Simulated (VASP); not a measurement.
SnO2:

```
Sn O
1.0
    -5.31766    5.31766    5.31766
     5.31766   -5.31766    5.31766
     5.31766    5.31766   -5.31766
Sn O
6 12
Direct
  0.50000 0.75000 0.25000
  0.75000 0.25000 0.50000
  0.75000 0.50000 0.25000
  0.50000 0.25000 0.75000
  0.25000 0.75000 0.50000
  0.25000 0.50000 0.75000
  0.60173 0.00000 0.39827
  0.60173 0.60173 0.20346
  0.39827 0.79654 0.39827
  0.39827 0.60173 0.00000
  0.79654 0.39827 0.39827
  0.60173 0.20346 0.60173
  0.00000 0.39827 0.60173
  0.60173 0.39827 0.00000
  0.00000 0.60173 0.39827
  0.39827 0.00000 0.60173
  0.39827 0.39827 0.79654
  0.20346 0.60173 0.60173
```

| Item | Value |
| --- | --- |
| Program | VASP 6.6.1 |
| Task | relaxation of cell and atoms |
| Functional | PBE |
| Potentials or basis | VASP PAW PBE potentials, release 64 (Sn_d, O) |
| Cutoff | 600 eV |
| k mesh | 2 × 2 × 2 |
| Occupations | gaussian, width 0.1 eV |
| Spin | no spin polarisation |

At the start: pressure 9.6 GPa; volume 33.42 Å³/atom.

Problem. How do energy, volume and symmetry change on relaxing?

Solution. Over 13 steps the energy falls by 744.8 meV/atom and the volume is 34.00 Å³/atom (+1.7 %); space group Im-3m (No. 229, to 0.05 Å).

The path:
```tsv
step	energy change (eV)	largest force (eV/Å)	pressure (GPa)	volume (Å³)
1	0.0000	3.5681	9.61	601.48
2	-5.0877	1.2445	-5.25	793.40
3	-5.7615	1.6969	-2.81	733.87
4	-8.2120	1.3854	-2.00	699.19
5	-11.7310	0.8701	4.87	601.73
6	-12.9462	0.4635	0.93	624.92
7	-13.1780	0.1826	-1.20	640.11
8	-13.1787	0.1678	-1.31	640.94
9	-13.2907	0.0878	-1.12	633.85
10	-13.3791	0.0450	-0.87	622.23
11	-13.3829	0.0785	-0.83	619.45
12	-13.4012	0.0506	0.39	608.48
13	-13.4066	0.0087	-0.02	611.95
```

Final structure:
```
Sn O
1.0
    -5.34834    5.34834    5.34834
     5.34834   -5.34834    5.34834
     5.34834    5.34834   -5.34834
Sn O
6 12
Direct
  0.50000 0.75000 0.25000
  0.75000 0.25000 0.50000
  0.75000 0.50000 0.25000
  0.50000 0.25000 0.75000
  0.25000 0.75000 0.50000
  0.25000 0.50000 0.75000
  0.65492 0.00000 0.34508
  0.65492 0.65492 0.30983
  0.34508 0.69017 0.34508
  0.34508 0.65492 0.00000
  0.69017 0.34508 0.34508
  0.65492 0.30983 0.65492
  0.00000 0.34508 0.65492
  0.65492 0.34508 0.00000
  0.00000 0.65492 0.34508
  0.34508 0.00000 0.65492
  0.34508 0.34508 0.69017
  0.30983 0.65492 0.65492
```
